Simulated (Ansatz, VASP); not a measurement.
Two plane-wave programs on MgO

```
Mg O
1.0
     0.00000    2.14340    2.14340
     2.14340    0.00000    2.14340
     2.14340    2.14340    0.00000
Mg O
1 1
Cartesian
  0.0000 0.0000 0.0000
  2.1434 2.1434 2.1434
```

Alike in both runs: task single point; functional r2SCAN; k mesh 10 × 10 × 10; occupations gaussian, width 0.02 eV; no spin polarisation.

```csv
,VASP,Ansatz
version,VASP 6.6.1,Ansatz 0.2.0
potentials or method,"VASP PAW PBE potentials, release 64 (Mg_sv, O), cutoff 750 eV","scalar-relativistic, plane waves, PAW"
valence electrons in the cell,16,16
```

VASP gave:

```
gap on the k mesh at the Fermi level (eV) : 5.13
least direct gap on the mesh (eV)         : 5.13
pressure (GPa)                            : -8.6
```

**Question.** Estimate Ansatz's values.

**Answer.** gap on the k mesh at the Fermi level (eV): 5.11; least direct gap on the mesh (eV): 5.11; pressure (GPa): -8.6.

VASP's potentials were made for PBE, not for r2SCAN. The functional is the same, so the differences come from potentials, cutoffs and numerics.
